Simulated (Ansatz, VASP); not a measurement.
Two plane-wave programs on BP

INCAR

```
ALGO = Normal
EDIFF = 1E-7
ENCUT = 520
GGA = PE
ISIF = 2
ISMEAR = 0
LASPH = True
LCHARG = False
LREAL = False
LWAVE = False
NBANDS = 11
NELM = 60
PREC = Accurate
SIGMA = 0.02
```

File KPOINTS:

```
k-points
0
Gamma
  10 10 10
```

File POSCAR:

```
BP
1.0
    0.0000000000      2.2511946062      2.2511946062
    2.2511946062      0.0000000000      2.2511946062
    2.2511946062      2.2511946062      0.0000000000
B P
1 1
Direct
    0.5000000000      0.5000000000      0.5000000000
    0.7500000000      0.7500000000      0.7500000000
```

Input for Ansatz:

```yaml
crystal:
  lattice:
    - [0.0, 2.2511946062, 2.2511946062]
    - [2.2511946062, 0.0, 2.2511946062]
    - [2.2511946062, 2.2511946062, 0.0]
  atoms:
    - { symbol: B, position: [0.5, 0.5, 0.5] }
    - { symbol: P, position: [0.75, 0.75, 0.75] }
basis:
  ecutwfc: 420
kpoints:
  mp_grid: { grid: [10, 10, 10] }
hamiltonian:
  xc: pbe
scf:
  occupations: { method: gaussian, width: 0.02 }
output:
  forces: true
  stress: true
  eigenvalues: true
```

Alike in both runs: task single point; functional PBE; k mesh 10 × 10 × 10; occupations gaussian, width 0.02 eV; no spin polarisation.

|  | VASP | Ansatz |
| --- | --- | --- |
| version | VASP 6.6.1 | Ansatz 0.2.0 |
| potentials or method | VASP PAW PBE potentials, release 64 (B, P), cutoff 520 eV | scalar-relativistic, plane waves, PAW |
| valence electrons in the cell | 8 | 8 |

```csv
,VASP,Ansatz,Ansatz less VASP
gap on the k mesh at the Fermi level (eV),1.21,1.21,+0.004
least direct gap on the mesh (eV),3.44,3.44,+0.004
pressure (GPa),5.0,5.2,+0.25
```
